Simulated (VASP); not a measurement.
Runs of VASP 6.6.1 on SiO2. The structure is that of space group Cmcm (No. 63), or close to it. The cells are those of the table. 

| cell | gap on the mesh (eV) | pressure (GPa) | largest force (eV/Å) |
| --- | --- | --- | --- |
| a = 8.789, b = 8.789, c = 5.251 Å, angles 90.0, 90.0, 135.3°, 18 atoms | (a) | 23.9 | 7.78 |
| a = 8.736, b = 8.736, c = 5.251 Å, angles 90.0, 90.0, 137.0°, 18 atoms | (b) | 36.1 | 12.52 |
| a = 9.210, b = 9.210, c = 5.251 Å, angles 90.0, 90.0, 123.9°, 18 atoms | 3.63 | -12.8 | 3.09 |
| a = 8.843, b = 8.843, c = 5.251 Å, angles 90.0, 90.0, 133.6°, 18 atoms | 5.51 | 14.1 | 4.26 |
| a = 9.177, b = 9.177, c = 5.251 Å, angles 90.0, 90.0, 124.7°, 18 atoms | 3.97 | -11.8 | 2.90 |

Alike in all rows: task single point; level PBEsol; potentials or basis VASP PAW PBE potentials, release 64 (Si, O); no spin polarisation; k mesh 4 × 4 × 4; cutoff (eV) 520; smearing gaussian 0.05 eV.

Problem. Estimate the missing entries.

Solution. (a) 5.41; (b) 5.27.

Caveats: the PAW data sets were made with another functional, which shifts forces and pressure a little; the cell stands under pressure (at least some runs); the cell stands under tension (at least some runs).

A k mesh can miss the band edges.
